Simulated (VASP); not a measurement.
Here is a VASP 6.6.1 calculation.

File INCAR:

```
ALGO     = Normal         # electronic algorithm
EDIFF    = 1E-6           # SCF threshold, eV
EDIFFG   = -0.002         # ionic threshold
ENCUT    = 600            # plane-wave cutoff, eV
GGA      = PS             # functional
IBRION   = 2              # ionic algorithm
ISIF     = 3              # what is computed and relaxed
ISMEAR   = -1             # smearing method
LASPH    = T              # aspherical terms in the spheres
LCHARG   = F              # write CHGCAR
LREAL    = F              # projectors in reciprocal space
LWAVE    = F              # write WAVECAR
NELM     = 100            # most SCF steps
NSW      = 100            # ionic steps
PREC     = Accurate       # precision mode
PSTRESS  = 100.0        
SIGMA    = 0.05           # smearing width, eV
```

KPOINTS

```
k-points
0
Gamma
  14 14 14
```

The input POSCAR:

```
MgSc
1.0
    3.5631845764      0.0000000000      0.0000000000
    0.0000000000      3.5631845764      0.0000000000
    0.0000000000      0.0000000000      3.5631845764
Mg Sc
1 1
Direct
    0.0000000000      0.0000000000      0.0000000000
    0.5000000000      0.5000000000      0.5000000000
```

Potentials or basis: VASP PAW PBE potentials, release 64 (Mg, Sc_sv).

Launch:

```sh
$ cat potpaw_PBE.64/Mg/POTCAR potpaw_PBE.64/Sc_sv/POTCAR > POTCAR
$ mpirun -np 1 vasp_std > vasp.out
```

(1) What does it give for the relaxed volume?

(2) Predict the space group after relaxing (to 0.1 Å).

(3) Predict the relaxed cell.

Results:

(1) 19.54 Å³/atom.

(2) Pm-3m (No. 221).

(3) a = 3.393 Å, b = 3.393 Å, c = 3.393 Å, α = 90.00°, β = 90.00°, γ = 90.00°.

Caveat: the cell is relaxed towards a set pressure, so the run minimises the enthalpy, not the energy; the PAW data sets were made with another functional, which shifts forces and pressure a little.
